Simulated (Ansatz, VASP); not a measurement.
**One calculation of MoF, two programs**

```
Mo F
1.0
     0.00000    2.39540    2.39540
     2.39540    0.00000    2.39540
     2.39540    2.39540    0.00000
Mo F
1 1
Cartesian
  0.0000 0.0000 0.0000
  2.3954 2.3954 2.3954
```

Alike in both runs: functional PBE; k mesh 6 × 6 × 6; occupations gaussian, width 0.1 eV; collinear spin.

Ansatz relaxed the structure, and its values are those at the end. VASP's run is a single point on that final structure, the one shown.

|  | VASP | Ansatz |
| --- | --- | --- |
| version | VASP 6.6.1 | Ansatz 0.2.0 |
| potentials or method | VASP PAW PBE potentials, release 64 (Mo_sv, F), cutoff 520 eV | scalar-relativistic, plane waves, PAW |
| valence electrons in the cell | 21 | 21 |

Ansatz gave:

| Item | Value |
| --- | --- |
| gap on the k mesh at the Fermi level (eV) | none |
| pressure (GPa) | 0.4 |
| net moment per atom (μB) | 1.11 |
| size of the moment on the site where the two differ most (μB) | 1.49 |

What did VASP give for the same quantities?

gap on the k mesh at the Fermi level (eV): none; pressure (GPa): 0.4; net moment per atom (μB): 1.10; size of the moment on the site where the two differ most (μB): 1.87.

Site moments also hang on the region over which each program counts them. A gap of «none» marks a metal or a gap that the smearing closes.

The k mesh is coarse, so the values compare programs but aren't converged.
